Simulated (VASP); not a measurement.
CO2, 3 atoms in the cell. The cell holds a molecule in a box, 3 atoms: a = 10.900 Å, b = 9.200 Å, c = 10.700 Å, α = 90.00°, β = 90.00°, γ = 90.00°. 

| Item | Value |
| --- | --- |
| Program | VASP 6.6.1 |
| Task | relaxation of the atoms |
| Functional | PBE |
| Dispersion | D3(BJ) |
| Potentials or basis | VASP PAW PBE potentials, release 64 (C, O) |
| Cutoff | 520 eV |
| k mesh | 1 × 1 × 1 |
| Occupations | gaussian, width 0.01 eV |
| Spin | no spin polarisation |
| Dipole correction | no |
| Further INCAR settings | ALGO = Normal; EDIFF = 1e-06; IBRION = 2; EDIFFG = -0.01; NSW = 80 |

Potentials or basis: VASP PAW PBE potentials, release 64 (C, O).

Launch:

```console
$ cat potpaw_PBE.64/C/POTCAR potpaw_PBE.64/O/POTCAR > POTCAR
$ mpirun -np 1 vasp_gam > vasp.out
```

Hardware: 1 thread of Intel(R) Xeon(R) Platinum 8375C CPU @ 2.90GHz (Ice Lake), with other jobs on the host.

Task: How long does it take, and how much memory?

Result: Run time: 2.9 min on 1 thread of Intel(R) Xeon(R) Platinum 8375C CPU @ 2.90GHz (Ice Lake) (shared host), peak memory 0.93 GiB. Counts: scf iterations 59, k points 1, ion steps 8.
